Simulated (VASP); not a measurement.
SnTe: single point with PBE

Crystal: SnTe.

```xyz
2
Lattice="0.0000 3.1893 3.1255 3.1893 0.0000 3.1255 3.1893 3.1893 0.0000" Properties=species:S:1:pos:R:3 pbc="T T T"
Sn    0.0000    0.0000    0.0000
Te    3.1893    3.1893    3.1255
```

This cell differs from its parent crystal: uniaxial z strain -2.0%.

```json
{
 "Program": "VASP 6.6.1",
 "Task": "single point",
 "Functional": "PBE",
 "Potentials or basis": "VASP PAW PBE potentials, release 64 (Sn_d, Te)",
 "Cutoff": "520 eV",
 "k mesh": "8 × 8 × 8",
 "Occupations": "fermi-dirac, width 0.02 eV",
 "Spin": "no spin polarisation",
 "Dipole correction": "no",
 "Further INCAR settings": "ALGO = Normal; EDIFF = 1e-07; NBANDS = 17"
}
```

The pressure is 1.5 GPa and the band gap on the k mesh is 0.07 eV.

Stress tensor (GPa, compression positive):
```
0.67 0.00 0.00
0.00 0.67 0.00
0.00 0.00 3.27
```

Levels at points of the mesh, in eV from the valence-band top:
```csv
k point,band 6,band 7,band 8,band 9,band 10,band 11,band 12,band 13,band 14,band 15
"(0.00, 0.00, 0.00)",-12.69,-4.75,-2.26,-2.04,-2.04,3.15,3.15,3.64,4.73,4.73
"(0.50, 0.00, 0.00)",-11.45,-8.26,-1.80,-1.75,0.00,0.07,0.34,0.44,7.73,8.64
"(0.50, 0.50, 0.00)",-11.10,-6.55,-5.50,-3.71,-3.71,2.20,4.78,4.78,6.48,8.94
"(0.50, 0.00, 0.50)",-11.20,-6.42,-5.46,-3.77,-3.54,2.25,4.61,5.14,6.16,8.92
```

Wall time 87 s on 1 thread of AMD EPYC 7R43 64-Core Processor (Zen 3), with other jobs on the host, peak memory 0.2 GiB.

Caveat: the cell differs from its parent crystal (uniaxial z strain -2.0%); spin-orbit coupling is left out, which moves the levels of the heavy elements. A k mesh can miss the band edges.
